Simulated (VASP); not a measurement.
Here is a VASP 6.6.1 calculation.

INCAR

```
SYSTEM = MgO
  PREC = Accurate
  ENCUT = 520
  EDIFF = 1E-6
  ISMEAR = 0
  SIGMA = 0.1
  LREAL = .FALSE.
  LASPH = .TRUE.
  NELM = 80
  ALGO = Normal
  ISIF = 2
  LWAVE = .FALSE.
  LCHARG = .FALSE.
  GGA = CA
  NBANDS = 11
```

Contents of KPOINTS:

```
Automatic mesh
0
G
  9 9 6
  0 0 0
```

POSCAR

```
MgO
1.0
    2.9380209034      0.0000000000      0.0000000000
   -1.4690104517      2.5444007392      0.0000000000
    0.0000000000      0.0000000000      2.6796800000
Mg O
1 1
Direct
    0.0000000000      0.0000000000      0.0000000000
    0.3333333300      0.6666666700      0.5000000000
```

Potentials or basis: VASP PAW LDA potentials, release 64 (Mg, O).

Command:

```console
$ cat potpaw_LDA.64/Mg/POTCAR potpaw_LDA.64/O/POTCAR > POTCAR
$ mpirun -np 1 vasp_std > vasp.out
```

What does it give for the pressure?

-11.0 GPa.

Estimate the band gap on the k mesh.

2.94 eV, indirect (least direct gap 3.35 eV).

Stress tensor (GPa, compression positive):
```
-10.45   0.00   0.00
  0.00 -10.45   0.00
  0.00   0.00 -12.02
```

A k mesh can miss the band edges. A hybrid or GW would open this gap; LDA tends to underestimate it.
